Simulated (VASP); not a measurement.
Zn2SiN:

```xyz
4
Lattice="2.7895 0.0000 0.0000 -1.3947 2.4158 0.0000 0.0000 0.0000 8.6627" Properties=species:S:1:pos:R:3 pbc="T T T"
Zn    0.0000    0.0000    2.4534
Zn    0.0000    0.0000    6.2092
Si    0.0000    0.0000    0.0000
N     0.0000    0.0000    4.3313
```

The cell was built from a structure type or drawn by symmetry, and may not be a known phase.

- Program: VASP 6.6.1
- Task: relaxation of cell and atoms
- Functional: PBE
- Potentials or basis: VASP PAW PBE potentials, release 64 (Zn, Si, N)
- Cutoff: 600 eV
- k mesh: 18 × 18 × 6
- Occupations: gaussian, width 0.1 eV
- Spin: collinear spin, ferromagnetic start
- Starting moments: [0.0, 0.0, 0.0, 1.04] μB

At the start: pressure 2.2 GPa; volume 14.59 Å³/atom.

How do energy, volume and symmetry change on relaxing?

Over 7 steps the energy falls by 16.7 meV/atom and the volume is 15.77 Å³/atom (+8.1 %); space group P6/mmm (No. 191, to 0.1 Å) before and after; moment 1.22 μB per cell.

The path:
```tsv
step	energy change (eV)	largest force (eV/Å)	pressure (GPa)	volume (Å³)
1	0.0000	0.0104	2.18	58.38
2	-0.0348	0.0138	1.21	60.06
3	-0.0619	0.0368	-1.10	63.70
4	-0.0623	0.0298	-0.90	63.33
5	-0.0624	0.2099	0.96	62.88
6	-0.0660	0.1174	0.01	63.11
7	-0.0668	0.0055	0.02	63.08
```

Final structure:
```
Zn Si N
1.0
     2.92237    0.00000    0.00000
    -1.46118    2.53084    0.00000
     0.00000    0.00000    8.52823
Zn Si N
2 1 1
Direct
  0.00000 0.00000 0.28244
  0.00000 0.00000 0.71756
  0.00000 0.00000 0.00000
  0.00000 0.00000 0.50000
```
